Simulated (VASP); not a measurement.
A run of VASP 6.6.1:

Contents of INCAR:

```
  PREC = Accurate
  ENCUT = 520
  EDIFF = 1E-6
  ISMEAR = 0
  SIGMA = 0.05
  LREAL = F
  LASPH = T
  NELM = 100
  ALGO = Fast
  ISIF = 2
  LWAVE = F
  LCHARG = F
  GGA = PE
  NBANDS = 16
```

The input KPOINTS:

```
regular mesh
0
Gamma
  10 10 10
```

Contents of POSCAR:

```
SrOs
1.0
    3.8226714864      0.0000000000      0.0000000000
    0.0000000000      3.8226714864      0.0000000000
    0.0000000000      0.0000000000      3.8226714864
Sr Os
1 1
Direct
    0.0000000000      0.0000000000      0.0000000000
    0.5000000000      0.5000000000      0.5000000000
```

Potentials or basis: VASP PAW PBE potentials, release 64 (Sr_sv, Os).

Run with:

```sh
$ cat potpaw_PBE.64/Sr_sv/POTCAR potpaw_PBE.64/Os/POTCAR > POTCAR
$ mpirun -np 1 vasp_std > vasp.out
```

Hardware: 1 thread of Intel Xeon 8259CL, on a shared host.

Question: Estimate the wall time of this run.

Answer: Run time: 80 s on 1 thread of Intel Xeon 8259CL, on a shared host, peak memory 0.19 GiB. Counts: scf iterations 16, k points 56.
